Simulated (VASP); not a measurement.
Cs2WBr6, 9 atoms in the cell. It takes space group Fm-3m (No. 225, cubic). Conventional cell: a = 11.011 Å, b = 11.011 Å, c = 11.011 Å, α = 90.00°, β = 90.00°, γ = 90.00°. Within 5.1 Å of Cs (site symmetry -43m) lie 12 Br at 3.90 Å and 4 W at 4.77 Å. W (site symmetry m-3m) has 6 Br at 2.54 Å within 3.4 Å. Br (site symmetry 4mm) has 1 W at 2.54 Å within 3.4 Å. 

- Program: VASP 6.6.1
- Task: single point
- Functional: r2SCAN
- Potentials or basis: VASP PAW PBE potentials, release 64 (Cs_sv, W_sv, Br)
- Cutoff: 520 eV
- k mesh: 6 × 6 × 6
- Occupations: fermi-dirac, width 0.1 eV
- Spin: no spin polarisation
- Dipole correction: no
- Further INCAR settings: ALGO = Normal; EDIFF = 1e-06; NBANDS = 47

Potentials or basis: VASP PAW PBE potentials, release 64 (Cs_sv, W_sv, Br).

Launch:

```bash
$ cat potpaw_PBE.64/Cs_sv/POTCAR potpaw_PBE.64/W_sv/POTCAR potpaw_PBE.64/Br/POTCAR > POTCAR
$ cp INCAR.step1 INCAR
$ mpirun -np 1 vasp_std > vasp.out
$ cp INCAR.step2 INCAR
$ mpirun -np 1 vasp_std > vasp.out
```

Hardware: 1 thread of Intel(R) Xeon(R) 6975P-C (Granite Rapids) (shared host).

Problem. How long does it take, and how much memory?

Solution. Run time: 8.9 min on 1 thread of Intel(R) Xeon(R) 6975P-C (Granite Rapids) (shared host), peak memory 0.68 GiB. Counts: k points 16.
